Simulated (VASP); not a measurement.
Runs of VASP 6.6.1 on NiO. The structure is cubic, space group Fm-3m (No. 225). Conventional cell: a = 4.201 Å, b = 4.201 Å, c = 4.201 Å, α = 90.00°, β = 90.00°, γ = 90.00°. Ni (site symmetry m-3m) has 6 O at 2.10 Å within 2.8 Å. Within 2.8 Å of O (site symmetry m-3m) lie 6 Ni at 2.10 Å. 

```csv
spin,fixed moment (μB),pressure (GPa),moment (μB)
"collinear, ferromagnetic start",4.0,74.5,4.00
"collinear, zero start",0.0,-13.8,0.00
"collinear, ferromagnetic start",2.0,(a),2.00
"collinear, ferromagnetic start",-,-0.7,2.00
```

Alike in all rows: task single point; level PBE+U; potentials or basis VASP PAW PBE potentials, release 64 (Ni, O); Ni d U = 6.2 eV; cell as given; k mesh 8 × 8 × 8; cutoff (eV) 600; smearing fermi-dirac 0.03 eV.

**Question.** Estimate the missing entries.

**Answer.** (a) -0.8.

Caveats: the total moment is fixed, so each spin has its own Fermi level (some runs); a cell with one magnetic atom can't hold antiferromagnetic order, which such compounds often take (some runs).
